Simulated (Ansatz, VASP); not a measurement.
**CsBr in VASP and in Ansatz**

File INCAR:

```
  ALGO = Normal
  EDIFF = 1E-6
  ENCUT = 500
  GGA = PE
  GGA_COMPAT = F
  ISIF = 2
  ISMEAR = -1
  LASPH = T
  LCHARG = F
  LREAL = F
  LWAVE = F
  NBANDS = 15
  NELM = 120
  PREC = Accurate
  SIGMA = 0.1
```

The input KPOINTS:

```
k-points
0
Gamma
  11 11 11
```

POSCAR

```
CsBr
1.0
    3.8963210018      0.0000000000      0.0000000000
    0.0000000000      3.8963210018      0.0000000000
    0.0000000000      0.0000000000      3.8963210018
Cs Br
1 1
Direct
    0.0000000000      0.0000000000      0.0000000000
    0.5000000000      0.5000000000      0.5000000000
```

Input for Ansatz:

```yaml
crystal:
  lattice:
    - [3.8963210018, 0.0, 0.0]
    - [0.0, 3.8963210018, 0.0]
    - [0.0, 0.0, 3.8963210018]
  atoms:
    - { symbol: Cs, position: [0.0, 0.0, 0.0] }
    - { symbol: Br, position: [0.5, 0.5, 0.5] }
kpoints:
  mp_grid: { grid: [11, 11, 11] }
scf:
  occupations: { method: fermi_dirac, width: 0.1 }
hamiltonian:
  xc: pbe
  pseudopotentials: { kind: all_electron, lapw: { basis_error: 0.001 } }
output:
  forces: true
  stress: true
  eigenvalues: true
  populations: true
```

Change from the starting cell: volume scaled by 0.7, LAPW.

Alike in both runs: task single point; functional PBE; k mesh 11 × 11 × 11; occupations fermi-dirac, width 0.1 eV; no spin polarisation.

|  | VASP | Ansatz |
| --- | --- | --- |
| version | VASP 6.6.1 | Ansatz 0.2.0 |
| potentials or method | VASP PAW PBE potentials, release 64 (Cs_sv, Br), cutoff 500 eV | all-electron LAPW, scalar-relativistic |

Ansatz gave:

| Item | Value |
| --- | --- |
| gap on the k mesh at the Fermi level (eV) | 4.27 |
| pressure (GPa) | 10.8 |

**Question.** Which values does VASP return?

**Answer.** gap on the k mesh at the Fermi level (eV): 4.25; pressure (GPa): 11.1.

Ansatz ran all-electron here, and VASP with PAW potentials.

Neither program's run includes spin-orbit coupling.
